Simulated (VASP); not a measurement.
# In (I4/mmm) in VASP: single point with PBE

Aim: the single point of In with PBE.

Program: VASP 6.6.1. These are calculated values, not measurements. Logs are shortened: lines on timing, memory, paths and dates and some standing lists are left out, and cuts for length are marked.

## 1. The cell of the first run

Symmetry: I4/mmm, No. 139, tetragonal system. The conventional cell has a = 3.194 Å, b = 3.194 Å, c = 5.363 Å, α = 90.00°, β = 90.00°, γ = 90.00°. In (site symmetry 4/mmm) has 12 In at 3.19 to 3.51 Å within 4.2 Å.

## 2. Single point, PBE

INCAR

```
PREC     = Accurate       # precision mode
ENCUT    = 520            # plane-wave cutoff, eV
EDIFF    = 1E-6           # SCF threshold, eV
ISMEAR   = 0              # smearing method
SIGMA    = 0.05           # smearing width, eV
LREAL    = False          # projectors in reciprocal space
LASPH    = True           # aspherical terms in the spheres
NELM     = 60             # most SCF steps
ALGO     = Fast           # electronic algorithm
ISIF     = 2              # what is computed and relaxed
LWAVE    = False          # write WAVECAR
LCHARG   = False          # write CHGCAR
GGA      = PE             # functional
NBANDS   = 12             # bands
```

KPOINTS

```
regular mesh
0
Gamma
  8 8 8
```

POSCAR

```
In
1.0
   -1.5970394603      1.5970394603      2.6816476930
    1.5970394603     -1.5970394603      2.6816476930
    1.5970394603      1.5970394603     -2.6816476930
In
1
Direct
    0.0000000000      0.0000000000      0.0000000000
```

Potentials or basis: VASP PAW PBE potentials, release 64 (In_d).

On the command line:

```
cat potpaw_PBE.64/In_d/POTCAR > POTCAR
mpirun -np 1 vasp_std > vasp.out
```

OUTCAR:

```text
PREC = Accurate
   ENCUT = 520
   EDIFF = 1E-6
   ISMEAR = 0
   LREAL = False
   LASPH = True
   NELM = 60
   ISIF = 2
   GGA = PE

 ion  position               nearest neighbor table
   1  0.000  0.000  0.000-

  LATTYP: Found a body centered tetragonal cell.
 ALAT       =     3.1940789206
 C/A-ratio  =     1.6791367776

  Lattice vectors:

 A1 = (  -1.5970394603,   1.5970394603,   2.6816476930)
 A2 = (   1.5970394603,  -1.5970394603,   2.6816476930)
 A3 = (   1.5970394603,   1.5970394603,  -2.6816476930)

Analysis of symmetry for initial positions (statically):
=====================================================================
 Subroutine PRICEL returns:
 Original cell was already a primitive cell.

 Routine SETGRP: Setting up the symmetry group for a
 body centered tetragonal supercell.

 Subroutine GETGRP returns: Found 16 space group operations
 (whereof 16 operations were pure point group operations)
 out of a pool of 16 trial point group operations.

The static configuration has the point symmetry D_4h.

Analysis of symmetry for dynamics (positions and initial velocities):
=====================================================================
 Subroutine PRICEL returns:
 Original cell was already a primitive cell.

 Routine SETGRP: Setting up the symmetry group for a
 body centered tetragonal supercell.

 Subroutine GETGRP returns: Found 16 space group operations
 (whereof 16 operations were pure point group operations)
 out of a pool of 16 trial point group operations.

The dynamic configuration has the point symmetry D_4h.

 Subroutine INISYM returns: Found 16 space group operations
 (whereof 16 operations are pure point group operations),
 and found     1 'primitive' translations

----------------------------------------------------------------------------------------

                                     Primitive cell

  volume of cell :      27.3585

  direct lattice vectors                    reciprocal lattice vectors
    -1.597039460  1.597039460  2.681647693     0.000000000  0.313079302  0.186452531
     1.597039460 -1.597039460  2.681647693     0.313079302  0.000000000  0.186452531
     1.597039460  1.597039460 -2.681647693     0.313079302  0.313079302  0.000000000

  length of vectors
     3.506038281  3.506038281  3.506038281     0.364394286  0.364394286  0.442760995

  position of ions in fractional coordinates (direct lattice)
     0.000000000  0.000000000  0.000000000

  ion indices of the primitive-cell ions
   primitive index   ion index
                 1           1

----------------------------------------------------------------------------------------

 KPOINTS: regular mesh

Automatic generation of k-mesh.
 Grid dimensions read from file:
 generate k-points for:    8    8    8

 Generating k-lattice:

  Cartesian coordinates                     Fractional coordinates (reciprocal lattice)
     0.000000000  0.039134913  0.023306566     0.125000000  0.000000000  0.000000000
     0.039134913  0.000000000  0.023306566     0.000000000  0.125000000  0.000000000
     0.039134913  0.039134913  0.000000000     0.000000000  0.000000000  0.125000000

  Length of vectors
     0.045549286  0.045549286  0.055345124

  Shift w.r.t. Gamma in fractional coordinates (k-lattice)
     0.000000000  0.000000000  0.000000000

 Subroutine IBZKPT returns following result:
 ===========================================

 Found     59 irreducible k-points:

 Following reciprocal coordinates:
            Coordinates               Weight
  0.000000  0.000000  0.000000      1.000000
  0.125000  0.000000  0.000000      8.000000
  0.250000  0.000000  0.000000      8.000000
  0.375000 -0.000000  0.000000      8.000000
  0.500000  0.000000  0.000000      4.000000
  0.125000  0.125000  0.000000      8.000000
[... 16 lines left out ...]
  0.250000  0.125000  0.125000     16.000000
  0.375000  0.125000  0.125000      8.000000
 [... further k-points ...]
   k-points           NKPTS =     59   k-points in BZ     NKDIM =     59   number of bands    NBANDS=     12
   number of dos      NEDOS =    301   number of ions     NIONS =      1
   total plane-waves  NPLWV =  21952
   dimension x,y,z NGX =    28 NGY =   28 NGZ =   28
   dimension x,y,z NGXF=    56 NGYF=   56 NGZF=   56
   ions per type =               1
   NGX,Y,Z   is equivalent  to a cutoff of  13.28, 13.28, 13.28 a.u.
   NGXF,Y,Z  is equivalent  to a cutoff of  26.55, 26.55, 26.55 a.u.
 SYSTEM =  unknown system
   PREC   = accura    normal or accurate (medium, high low for compatibility)
   ISTART =      0    job   : 0-new  1-cont  2-samecut
   ICHARG =      2    charge: 1-file 2-atom 10-const
   ISPIN  =      1    spin polarized calculation?
   LNONCOLLINEAR =      F non collinear calculations
   LSORBIT =      F    spin-orbit coupling
   LASPH  =      T    aspherical Exc in radial PAW
   ENCUT  =  520.0 eV  38.22 Ry    6.18 a.u.   6.52  6.52  6.52*2*pi/ulx,y,z
   NELM   =     60;   NELMIN=  2; NELMDL= -5     # of ELM steps
   EDIFF  = 0.1E-05   stopping-criterion for ELM
   LREAL  =      F    real-space projection
   EDIFFG = 0.1E-04   stopping-criterion for IOM
   NSW    =      0    number of steps for IOM
   IBRION =     -1    ionic relax: 0-MD 1-quasi-New 2-CG
   NFREE  =      0    steps in history (QN), initial steepest desc. (CG)
   ISIF   =      2    stress and relaxation
   ISYM   =      2    0-nonsym 1-usesym 2-fastsym
   POTIM  = 0.5000    time-step for ionic-motion
   TEBEG  =    0.0;   TEEND  =   0.0 temperature during run
   PSTRESS=    0.0 pullay stress
   NELECT =      13.0000    total number of electrons
   NUPDOWN=      -1.0000    fix difference up-down
   EMIN   =  10.00;   EMAX   =-10.00  energy-range for DOS
   EFERMI =   0.00;   METHOD = LEGACY
   ISMEAR =     0;   SIGMA  =   0.05  broadening in eV -4-tet -1-fermi 0-gaus
   EFERMI_NEDOS =   21; number of points for ismear=-14 and -15
   IALGO  =     68    algorithm
   IMIX   =      4    mixing-type and parameters
     AMIX     =   0.40;   BMIX     =  1.00
     AMIX_MAG =   1.60;   BMIX_MAG =  1.00
  volume/ion in A,a.u.               =      27.36       184.62
  Fermi-wavevector in a.u.,A,eV,Ry     =   1.277492  2.414110 22.204524  1.631986
  Thomas-Fermi vector in A             =   2.410089
   LORBIT       =      0    0 simple, 1 ext, 2 COOP (PROOUT), +10 PAW based schemes
   GGA     = PE    functional components
   LHFCALC =     F    Hartree Fock is set to
   AEXX    =    0.0000 exact exchange contribution
   IVDW    =     0    specifies the selected vdW correction
   LEPSILON=     F    determine dielectric tensor
   LRPA    =     F    only Hartree local field effects (RPA)
 non-spin polarized calculation
 RMM-DIIS sequential band-by-band and
 Gauss-broadening in eV      SIGMA  =   0.05
  energy-cutoff  :      520.00
  volume of cell :       27.36
 maximum number of plane-waves:       756
 NGX is ok and might be reduce to    28
   NGX = 13   NGY = 13   NGZ = 13

 number of electron      12.9999998 magnetization

 Free energy of the ion-electron system (eV)
  ---------------------------------------------------
  ext. energy  EPLUGINS =         0.00000000
  ---------------------------------------------------
  free energy    TOTEN  =        -2.57467124 eV

  energy without entropy =       -2.57425346  energy(sigma->0) =       -2.57446235

 E-fermi :   7.0727     XC(G=0): -10.0404

 val. band max:        6.9738652738   @ k =  -0.2500   0.5000   0.2500
 cond. band min:       7.0743933501   @ k =  -0.2500   0.2500   0.2500
 fundamental gap:      0.1005280764
 Fermi energy:         7.0726883446

 k-point     1 :       0.0000    0.0000    0.0000
  band No.  band energies     occupation
      1      -7.7505      2.00000
      2      -7.5552      2.00000
      3      -7.5029      2.00000
      4      -7.5029      2.00000
      5      -7.3375      2.00000
      6      -2.2243      2.00000
      7      17.1203      0.00000
      8      17.2133      0.00000
      9      17.2133      0.00000
     10      18.7584      0.00000
     11      19.9196      0.00000
     12      20.6536      0.00000

 k-point     2 :       0.1250    0.0000    0.0000
  band No.  band energies     occupation
      1      -7.7195      2.00000
      2      -7.5474      2.00000
      3      -7.5057      2.00000
      4      -7.4859      2.00000
      5      -7.3527      2.00000
      6      -1.8895      2.00000
      7      14.2450      0.00000
      8      16.1219      0.00000
      9      17.0509      0.00000
     10      18.2127      0.00000
     11      19.0179      0.00000
     12      21.7436      0.00000

 k-point     3 :       0.2500    0.0000    0.0000
  band No.  band energies     occupation
      1      -7.6788      2.00000
      2      -7.5785      2.00000
      3      -7.4621      2.00000
      4      -7.4318      2.00000
      5      -7.3717      2.00000
      6      -0.8700      2.00000
      7      10.1475      0.00000
      8      14.5604      0.00000
      9      16.8509      0.00000
     10      17.4518      0.00000
     11      18.6840      0.00000
     12      22.7136      0.00000

 k-point     4 :       0.3750   -0.0000    0.0000
  band No.  band energies     occupation
      1      -7.6699      2.00000
      2      -7.6246      2.00000
      3      -7.4810      2.00000
      4      -7.3470      2.00000
      5      -7.3149      2.00000
      6       0.8431      2.00000
      7       6.4844      2.00000
      8      13.4529      0.00000
      9      16.8405      0.00000
     10      16.8701      0.00000
     11      18.6875      0.00000
     12      21.4869      0.00000

 k-point     5 :       0.5000    0.0000    0.0000
  band No.  band energies     occupation
      1      -7.6723      2.00000
      2      -7.6429      2.00000
      3      -7.4959      2.00000
      4      -7.3295      2.00000
      5      -7.2618      2.00000
      6       2.7987      2.00000
      7       3.8684      2.00000
      8      13.0602      0.00000
      9      16.6751      0.00000
     10      16.8933      0.00000
     11      18.7157      0.00000
     12      20.8803      0.00000
[... 228 lines left out ...]
      1      -7.7370      2.00000
      2      -7.7077      2.00000
      3      -7.3524      2.00000
      4      -7.3179      2.00000
      5      -7.1550      2.00000
      6       5.5491      2.00000
      7       5.8612      2.00000
      8       9.8675      0.00000
      9      10.9399      0.00000
     10      13.4576      0.00000
     11      14.0331      0.00000
     12      25.2995      0.00000

 k-point    22 :       0.1250    0.1250    0.1250
  band No.  band energies     occupation
      1      -7.5880      2.00000
      2      -7.5122      2.00000
      3      -7.5009      2.00000
      4      -7.4684      2.00000
      5      -7.3774      2.00000
      6       0.1276      2.00000
      7      11.0172      0.00000
      8      11.0229      0.00000
      9      14.9957      0.00000
     10      17.1768      0.00000
     11      17.2138      0.00000
     12      18.5764      0.00000

 k-point    23 :       0.2500    0.1250    0.1250
  band No.  band energies     occupation
      1      -7.5952      2.00000
      2      -7.5531      2.00000
      3      -7.5034      2.00000
      4      -7.4165      2.00000
      5      -7.3093      2.00000
      6       1.8207      2.00000
      7       7.4413      0.00000
      8      11.1812      0.00000
      9      13.4785      0.00000
     10      15.9862      0.00000
     11      17.4558      0.00000
     12      20.0684      0.00000

 k-point    24 :       0.3750    0.1250    0.1250
  band No.  band energies     occupation
      1      -7.6045      2.00000
      2      -7.5762      2.00000
      3      -7.4667      2.00000
      4      -7.4447      2.00000
      5      -7.2567      2.00000
      6       3.6754      2.00000
      7       4.9405      2.00000
      8      11.6980      0.00000
      9      12.3901      0.00000
     10      15.5959      0.00000
     11      17.3029      0.00000
     12      23.1556      0.00000

 [... further k-points ...]

------------------------ aborting loop because EDIFF is reached ----------------------------------------

  FORCE on cell =-STRESS in cart. coord.  units (eV):
  Direction    XX          YY          ZZ          XY          YZ          ZX
  --------------------------------------------------------------------------------------
  -------------------------------------------------------------------------------------
  Total       -0.0157606     -0.0157606      0.0174746      0.0000000      0.0000000      0.0000000
  in kB       -0.9229759     -0.9229759      1.0233496      0.0000000      0.0000000      0.0000000
  external PRESSURE =      -0.2742007 kB  Pullay stress =       0.0000000 kB

 VOLUME and BASIS-vectors are now :
 -----------------------------------------------------------------------------
  energy-cutoff  :      520.00
  volume of cell :       27.36
      direct lattice vectors                 reciprocal lattice vectors
    -1.597039460  1.597039460  2.681647693     0.000000000  0.313079302  0.186452531
     1.597039460 -1.597039460  2.681647693     0.313079302  0.000000000  0.186452531
     1.597039460  1.597039460 -2.681647693     0.313079302  0.313079302  0.000000000

 POSITION                                       TOTAL-FORCE (eV/Angst)
 -----------------------------------------------------------------------------------
      0.00000      0.00000      0.00000        -0.000000      0.000000      0.000000
 -----------------------------------------------------------------------------------
    total drift:                                0.000000     -0.000000     -0.000000

  FREE ENERGIE OF THE ION-ELECTRON SYSTEM (eV)
  ---------------------------------------------------
  free  energy   TOTEN  =        -2.5746712405 eV

  energy  without entropy=       -2.5742534631  energy(sigma->0) =       -2.57446235
```

It took 24 s on 1 thread of Intel Xeon Platinum 8488C (Sapphire Rapids), shared host; peak memory 0.16 GiB.

Results:

| Item | Value |
| --- | --- |
| Free energy | -2.5747 eV |
| Pressure | 0.0 GPa |

Levels at points of the mesh, in eV from the Fermi level:
```tsv
k point	band 4	band 5	band 6	band 7	band 8	band 9
(0.00, 0.00, 0.00)	-14.58	-14.41	-9.30	10.05	10.14	10.14
(0.50, 0.00, 0.00)	-14.40	-14.33	-4.27	-3.20	5.99	9.60
(0.50, 0.50, 0.00)	-14.39	-14.23	-1.52	-1.21	2.79	3.87
(0.50, 0.50, 0.50)	-14.36	-14.36	-4.06	-3.02	5.51	5.51
```

Caveat: spin-orbit coupling is left out, which moves the levels of the heavy elements.
